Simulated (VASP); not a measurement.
Crystal: BN.

```
B N
1.0
     3.62470    0.00000    0.00000
     0.00000   -3.62470    0.00000
     0.00000    0.00000   -3.62470
B N
4 4
Direct
  0.00000 0.00000 0.00000
  0.50000 0.50000 0.00000
  0.50000 0.00000 0.50000
  0.00000 0.50000 0.50000
  0.82168 0.67832 0.67832
  0.25000 0.25000 0.75000
  0.25000 0.75000 0.25000
  0.75000 0.25000 0.25000
```

Base run:

```yaml
Program: VASP 6.6.1
Functional: PBE
Potentials_or_basis: VASP PAW PBE potentials, release 64 (B, N)
Cutoff: 520 eV
k_mesh: 6 × 6 × 6, shifted
Occupations: gaussian, width 0.05 eV
Spin: no spin polarisation
```

Its results: band gap on the k mesh 4.12 eV; pressure 33.0 GPa; largest force 36.765 eV/Å.

Q: The run is repeated on the same cell with these changes: k mesh from 6 × 6 × 6, shifted to 6 × 6 × 6, through Γ. What comes out?

A: Band gap on the k mesh 3.67 eV (least direct gap 3.72 eV); pressure 33.0 GPa; largest force 36.765 eV/Å.

Caveats: the cell stands under pressure; forces of over 1 eV/Å act on the atoms, so gaps and moduli don't describe the material at rest; a shifted mesh leaves out Γ, where band edges can lie (at least some runs).

A k mesh can miss the band edges.
